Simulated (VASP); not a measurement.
Runs of VASP 6.6.1 on ZrReH. The structure is that of space group P4/nmm (No. 129), or close to it. The cells are those of the table. 

```csv
task,level,cell,cutoff (eV),gap on the mesh (eV),pressure (GPa),relaxed volume (Å³/atom),largest force (eV/Å)
single point,r2SCAN,"a = 3.139, b = 3.139, c = 8.044 Å, 6 atoms",520,none,(b),-,0.03
relaxation of cell and atoms,RPBE,"relaxed from a = 3.436, b = 3.436, c = 6.643 Å, 6 atoms",600,none,0.0,(a),0.01
relaxation of cell and atoms,r2SCAN,"relaxed from a = 3.436, b = 3.436, c = 6.643 Å, 6 atoms",600,none,-0.1,13.19,0.01
single point,RPBE,"a = 3.161, b = 3.161, c = 8.113 Å, 6 atoms",520,none,-0.5,-,0.06
```

Alike in all rows: potentials or basis VASP PAW PBE potentials, release 64 (Zr_sv, H, Re); no spin polarisation; k mesh 5 × 5 × 3; smearing fermi-dirac 0.1 eV.

Task: Fill in the values left out.

Result: (a) 13.49; (b) -0.3.

Caveats: all runs use coarse meshes; the PAW data sets were made with another functional, which shifts forces and pressure a little; spin-orbit coupling is left out, which moves the levels of the heavy elements.

A k mesh can miss the band edges, and the runs leave out spin-orbit coupling on Re, Zr.

A gap of «none» marks levels without a gap at the run's occupations.
